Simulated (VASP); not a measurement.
Runs of VASP 6.6.1 on BaS. The structure is that of space group Fm-3m (No. 225), or close to it. The cells are those of the table. 

| task | cell | gap on the mesh (eV) | pressure (GPa) |
| --- | --- | --- | --- |
| single point | a = 4.502 Å, angles 60.0°, 2 atoms | (b) | -1.4 |
| single point | a = 4.605 Å, angles 60.0°, 2 atoms | 2.05 | -4.0 |
| single point | a = 4.486 Å, angles 60.0°, 2 atoms | 1.93 | -1.0 |
| single point | a = 4.456 Å, angles 60.0°, 2 atoms | 1.89 | (a) |
| electric field gradients | a = 4.424 Å, angles 60.0°, 2 atoms | 1.85 | 1.2 |

Alike in all rows: level LDA; potentials or basis VASP PAW LDA potentials, release 64 (Ba_sv, S); no spin polarisation; k mesh 7 × 7 × 7; cutoff (eV) 520; smearing fermi-dirac 0.01 eV.

**Question.** Estimate the missing entries.

**Answer.** (a) 0.0; (b) 1.95.

Caveats: spin-orbit coupling is left out, which moves the levels of the heavy elements; an odd mesh through Γ misses points on the zone boundary, where band edges can lie; the cell stands under tension (at least some runs).

A k mesh can miss the band edges, and the runs leave out spin-orbit coupling on Ba.
